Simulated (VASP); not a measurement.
# Ag (Fm-3m) in VASP: further runs

Runs on Ag. Level: PBEsol. Tasks: single point.

All numbers are computed with VASP 6.6.1; they aren't measurements. Logs are shortened: lines on timing, memory, paths and dates and some standing lists are left out, and cuts for length are marked.

## 1. The cell of the first run

It takes space group Fm-3m (No. 225, cubic). Conventional cell: a = 4.052 Å, b = 4.052 Å, c = 4.052 Å, α = 90.00°, β = 90.00°, γ = 90.00°. Within 3.8 Å of Ag (site symmetry m-3m) lie 12 Ag at 2.87 Å.

## 2. Single point, PBEsol

Input file INCAR:

```
SYSTEM = Ag
ALGO = Normal ; EDIFF = 1E-7
ENCUT = 520 ; GGA = PS
ISIF = 2 ; ISMEAR = -1
LASPH = .True. ; LCHARG = .False.
LREAL = .False. ; LWAVE = .False.
NBANDS = 12 ; NELM = 100
PREC = Accurate ; SIGMA = 0.1
```

Input file KPOINTS:

```
k-points
0
Gamma
  22 22 22
  0 0 0
```

Input file POSCAR:

```
Ag
1.0
    0.0000000000      2.0261364383      2.0261364383
    2.0261364383      0.0000000000      2.0261364383
    2.0261364383      2.0261364383      0.0000000000
Ag
1
Direct
    0.0000000000      0.0000000000      0.0000000000
```

Potentials or basis: VASP PAW PBE potentials, release 64 (Ag).

Started as:

```
$ cat potpaw_PBE.64/Ag/POTCAR > POTCAR
$ mpirun -np 1 vasp_std > vasp.out
```

OUTCAR:

```text
SYSTEM = Ag
   EDIFF = 1E-7
   ENCUT = 520
   GGA = PS
   ISIF = 2
   ISMEAR = -1
   LASPH = .True.
   LREAL = .False.
   NELM = 100
   PREC = Accurate

 ion  position               nearest neighbor table
   1  0.000  0.000  0.000-

  LATTYP: Found a face centered cubic cell.
 ALAT       =     4.0522728766

  Lattice vectors:

 A1 = (   0.0000000000,   2.0261364383,   2.0261364383)
 A2 = (   2.0261364383,   0.0000000000,   2.0261364383)
 A3 = (   2.0261364383,   2.0261364383,   0.0000000000)

Analysis of symmetry for initial positions (statically):
=====================================================================
 Subroutine PRICEL returns:
 Original cell was already a primitive cell.

 Routine SETGRP: Setting up the symmetry group for a
 face centered cubic supercell.

 Subroutine GETGRP returns: Found 48 space group operations
 (whereof 48 operations were pure point group operations)
 out of a pool of 48 trial point group operations.

The static configuration has the point symmetry O_h .

Analysis of symmetry for dynamics (positions and initial velocities):
=====================================================================
 Subroutine PRICEL returns:
 Original cell was already a primitive cell.

 Routine SETGRP: Setting up the symmetry group for a
 face centered cubic supercell.

 Subroutine GETGRP returns: Found 48 space group operations
 (whereof 48 operations were pure point group operations)
 out of a pool of 48 trial point group operations.

The dynamic configuration has the point symmetry O_h .

 Subroutine INISYM returns: Found 48 space group operations
 (whereof 48 operations are pure point group operations),
 and found     1 'primitive' translations

----------------------------------------------------------------------------------------

                                     Primitive cell

  volume of cell :      16.6355

  direct lattice vectors                    reciprocal lattice vectors
     0.000000000  2.026136438  2.026136438    -0.246775089  0.246775089  0.246775089
     2.026136438  0.000000000  2.026136438     0.246775089 -0.246775089  0.246775089
     2.026136438  2.026136438  0.000000000     0.246775089  0.246775089 -0.246775089

  length of vectors
     2.865389630  2.865389630  2.865389630     0.427426992  0.427426992  0.427426992

  position of ions in fractional coordinates (direct lattice)
     0.000000000  0.000000000  0.000000000

  ion indices of the primitive-cell ions
   primitive index   ion index
                 1           1

[... 79 lines left out ...]
   POTIM  = 0.5000    time-step for ionic-motion
   TEBEG  =    0.0;   TEEND  =   0.0 temperature during run
   PSTRESS=    0.0 pullay stress
   NELECT =      11.0000    total number of electrons
   NUPDOWN=      -1.0000    fix difference up-down
   EMIN   =  10.00;   EMAX   =-10.00  energy-range for DOS
   EFERMI =   0.00;   METHOD = LEGACY
   ISMEAR =    -1;   SIGMA  =   0.10  broadening in eV -4-tet -1-fermi 0-gaus
   EFERMI_NEDOS =   21; number of points for ismear=-14 and -15
   IALGO  =     38    algorithm
   IMIX   =      4    mixing-type and parameters
     AMIX     =   0.40;   BMIX     =  1.00
     AMIX_MAG =   1.60;   BMIX_MAG =  1.00
  volume/ion in A,a.u.               =      16.64       112.26
  Fermi-wavevector in a.u.,A,eV,Ry     =   1.426244  2.695210 27.676574  2.034171
  Thomas-Fermi vector in A             =   2.546541
   LORBIT       =      0    0 simple, 1 ext, 2 COOP (PROOUT), +10 PAW based schemes
   GGA     = PS    functional components
   LHFCALC =     F    Hartree Fock is set to
   AEXX    =    0.0000 exact exchange contribution
   IVDW    =     0    specifies the selected vdW correction
   LEPSILON=     F    determine dielectric tensor
   LRPA    =     F    only Hartree local field effects (RPA)
 non-spin polarized calculation
  energy-cutoff  :      520.00
  volume of cell :       16.64
 maximum number of plane-waves:       464
 NGX is ok and might be reduce to    24
   NGX = 11   NGY = 11   NGZ = 11

 number of electron      11.0000001 magnetization

 Free energy of the ion-electron system (eV)
  ---------------------------------------------------
  ext. energy  EPLUGINS =         0.00000000
  ---------------------------------------------------
  free energy    TOTEN  =        -3.31476529 eV

  energy without entropy =       -3.30737579  energy(sigma->0) =       -3.31107054

 E-fermi :   8.5869     XC(G=0): -12.5598

 val. band max:        8.5469832173   @ k =   0.5000   0.0909   0.0000
 cond. band min:       8.6081486648   @ k =   0.5000   0.2727   0.0909
 fundamental gap:      0.0611654475
 Fermi energy:         8.5868568394

 k-point     1 :       0.0000    0.0000    0.0000
  band No.  band energies     occupation
      1       0.5637      2.00000
      2       3.7162      2.00000
      3       3.7162      2.00000
      4       3.7162      2.00000
      5       4.8096      2.00000
      6       4.8096      2.00000
      7      24.6151      0.00000
      8      28.3336      0.00000
      9      28.3336      0.00000
     10      28.3336      0.00000
     11      33.2160      0.00000
     12      34.5063      0.00000
[... 331 lines left out ...]
 k-point    24 :      -0.4545    0.0455    0.0000
  band No.  band energies     occupation
      1       2.0735      2.00000
      2       3.6772      2.00000
      3       3.7268      2.00000
      4       5.4979      2.00000
      5       5.6010      2.00000
      6       8.0561      1.99014
      7      12.5625      0.00000
      8      23.8378      0.00000
      9      26.1272      0.00000
     10      26.6438      0.00000
     11      31.8838      0.00000
     12      32.0614      0.00000

 [... further k-points ...]

------------------------ aborting loop because EDIFF is reached ----------------------------------------

  FORCE on cell =-STRESS in cart. coord.  units (eV):
  Direction    XX          YY          ZZ          XY          YZ          ZX
  --------------------------------------------------------------------------------------
  -------------------------------------------------------------------------------------
  Total       -0.0073658     -0.0073658     -0.0073658      0.0000000      0.0000000     -0.0000000
  in kB       -0.7094067     -0.7094067     -0.7094067      0.0000000      0.0000000     -0.0000000
  external PRESSURE =      -0.7094067 kB  Pullay stress =       0.0000000 kB

 VOLUME and BASIS-vectors are now :
 -----------------------------------------------------------------------------
  energy-cutoff  :      520.00
  volume of cell :       16.64
      direct lattice vectors                 reciprocal lattice vectors
     0.000000000  2.026136438  2.026136438    -0.246775089  0.246775089  0.246775089
     2.026136438  0.000000000  2.026136438     0.246775089 -0.246775089  0.246775089
     2.026136438  2.026136438  0.000000000     0.246775089  0.246775089 -0.246775089

 POSITION                                       TOTAL-FORCE (eV/Angst)
 -----------------------------------------------------------------------------------
      0.00000      0.00000      0.00000        -0.000000      0.000000     -0.000000
 -----------------------------------------------------------------------------------
    total drift:                               -0.000000      0.000000      0.000000

  FREE ENERGIE OF THE ION-ELECTRON SYSTEM (eV)
  ---------------------------------------------------
  free  energy   TOTEN  =        -3.3147652884 eV

  energy  without entropy=       -3.3073757925  energy(sigma->0) =       -3.31107054
```

stdout:

```text
POSCAR found type information on POSCAR Ag
 POSCAR found :  1 types and       1 ions
 scaLAPACK will be used
 -----------------------------------------------------------------------------
|                                                                             |
|                                                                             |
|     You enforced a specific xc type in the INCAR file but a different       |
|     I HOPE YOU KNOW WHAT YOU ARE DOING!                                     |
|                                                                             |
 -----------------------------------------------------------------------------

 LDA part: xc-table for (Slater+PW92), standard interpolation
 POSCAR, INCAR and KPOINTS ok, starting setup
 FFT: planning ... GRIDC
 FFT: planning ... GRID_SOFT
 FFT: planning ... GRID
 WAVECAR not read
 entering main loop
```

Wall time 21 s (1 thread of Intel Xeon Platinum 8559C (Emerald Rapids), shared host); peak memory 0.19 GiB.

What came out:

```yaml
Free_energy: -3.3148 eV
Pressure: -0.1 GPa
```

Levels at points of the mesh, in eV from the Fermi level:
| k point | band 4 | band 5 | band 6 | band 7 | band 8 | band 9 |
| --- | --- | --- | --- | --- | --- | --- |
| (0.00, 0.00, 0.00) | -4.87 | -3.78 | -3.78 | 16.03 | 19.75 | 19.75 |
| (0.50, 0.00, 0.00) | -2.94 | -2.94 | -0.54 | 3.71 | 15.27 | 18.06 |
| (0.50, 0.50, 0.00) | -2.73 | -2.73 | 1.51 | 6.90 | 10.72 | 10.72 |

Caveat: the PAW data sets were made with another functional, which shifts forces and pressure a little.

## 3. Single point, PBEsol (volume scaled by 1.04)

Input file INCAR:

```
SYSTEM = Ag
ALGO = Normal
EDIFF = 1E-6
ENCUT = 520
GGA = PS
ISIF = 2
ISMEAR = -1
LASPH = .TRUE.
LCHARG = .TRUE.
LELF = .TRUE.
LREAL = .FALSE.
LVHAR = .TRUE.
LWAVE = .FALSE.
NBANDS = 12
NELM = 60
PREC = Accurate
SIGMA = 0.1
```

Input file KPOINTS:

```
k-points
0
G
  22 22 22
  0 0 0
```

Input file POSCAR:

```
Ag
1.0
    0.0000000000      2.0527991859      2.0527991859
    2.0527991859      0.0000000000      2.0527991859
    2.0527991859      2.0527991859      0.0000000000
Ag
1
Direct
    0.0000000000      0.0000000000      0.0000000000
```

Potentials or basis: VASP PAW PBE potentials, release 64 (Ag).

Started as:

```
$ cat potpaw_PBE.64/Ag/POTCAR > POTCAR
$ mpirun -np 1 vasp_std > vasp.out
```

It took 21 s on 1 thread of Intel Xeon Platinum 8559C (Emerald Rapids), shared host; peak memory 0.19 GiB.

It converged, with:

* Free energy: -3.3059 eV
* Pressure: -4.2 GPa

Levels at points of the mesh, in eV from the Fermi level:
| k point | band 2 | band 3 | band 4 | band 5 | band 6 | band 7 | band 8 | band 9 | band 10 | band 11 |
| --- | --- | --- | --- | --- | --- | --- | --- | --- | --- | --- |
| (0.00, 0.00, 0.00) | -4.72 | -4.72 | -4.72 | -3.70 | -3.70 | 15.95 | 19.43 | 19.43 | 19.43 | 24.22 |
| (0.50, 0.00, 0.00) | -4.74 | -4.74 | -2.92 | -2.92 | -0.42 | 3.50 | 15.18 | 17.65 | 17.65 | 22.60 |
| (0.50, 0.50, 0.00) | -6.20 | -2.95 | -2.72 | -2.72 | 1.55 | 6.60 | 10.52 | 10.52 | 16.98 | 17.02 |

Caveat: the PAW data sets were made with another functional, which shifts forces and pressure a little.

## 4. Single point, PBEsol (volume scaled by 1.08)

Input file INCAR:

```
  PREC = Accurate
  ENCUT = 520
  EDIFF = 1E-6
  ISMEAR = -1
  SIGMA = 0.1
  LREAL = False
  LASPH = True
  NELM = 100
  ALGO = Normal
  ISIF = 2
  LWAVE = False
  LCHARG = True
  GGA = PS
  LELF = True
  LVHAR = True
  NBANDS = 12
```

Input file KPOINTS:

```
Automatic mesh
0
Gamma
  22 22 22
```

Input file POSCAR:

```
Ag
1.0
    0.0000000000      2.0787867445      2.0787867445
    2.0787867445      0.0000000000      2.0787867445
    2.0787867445      2.0787867445      0.0000000000
Ag
1
Direct
    0.0000000000      0.0000000000      0.0000000000
```

Started as:

```
$ cat potpaw_PBE.64/Ag/POTCAR > POTCAR
$ mpirun -np 1 vasp_std > vasp.out
```

It took 22 s on 1 thread of Intel Xeon Platinum 8559C (Emerald Rapids), shared host; peak memory 0.19 GiB.

Results (log left out):

* Free energy: -3.2819 eV
* Pressure: -7.4 GPa

Levels at points of the mesh, in eV from the Fermi level:
```
           k point  band 4  band 5  band 6  band 7  band 8  band 9
(0.00, 0.00, 0.00)   -4.59   -3.64   -3.64   15.86   19.12   19.12
(0.50, 0.00, 0.00)   -2.91   -2.91   -0.32    3.29   15.08   17.27
(0.50, 0.50, 0.00)   -2.72   -2.72    1.59    6.31   10.33   10.33
```

Caveat: the PAW data sets were made with another functional, which shifts forces and pressure a little.

## 5. Single point, PBEsol (volume scaled by 1.12)

Input file INCAR:

```
PREC = Accurate
ENCUT = 520
EDIFF = 1E-7
ISMEAR = -1
SIGMA = 0.1
LREAL = F
LASPH = T
NELM = 100
ALGO = Normal
ISIF = 2
LWAVE = F
LCHARG = F
GGA = PS
NBANDS = 12
```

Input file KPOINTS:

```
regular mesh
0
Gamma
  22 22 22
```

Input file POSCAR:

```
Ag
1.0
    0.0000000000      2.1041403011      2.1041403011
    2.1041403011      0.0000000000      2.1041403011
    2.1041403011      2.1041403011      0.0000000000
Ag
1
Direct
    0.0000000000      0.0000000000      0.0000000000
```

Started as:

```
$ cat potpaw_PBE.64/Ag/POTCAR > POTCAR
$ mpirun -np 1 vasp_std > vasp.out
```

Run time: 21 s. Hardware: 1 thread of Intel Xeon Platinum 8559C (Emerald Rapids), shared host; peak memory 0.19 GiB.

The run converged. Its results:

- Free energy: -3.2464 eV
- Pressure: -9.8 GPa

Levels at points of the mesh, in eV from the Fermi level:
```tsv
k point	band 3	band 4	band 5	band 6	band 7	band 8	band 9	band 10
(0.00, 0.00, 0.00)	-4.48	-4.48	-3.58	-3.58	15.76	18.81	18.81	18.81
(0.50, 0.00, 0.00)	-4.49	-2.90	-2.90	-0.23	3.11	14.98	16.89	16.89
(0.50, 0.50, 0.00)	-2.93	-2.72	-2.72	1.62	6.04	10.15	10.15	16.09
```

Caveat: the PAW data sets were made with another functional, which shifts forces and pressure a little.

[end of part 1 of 2]
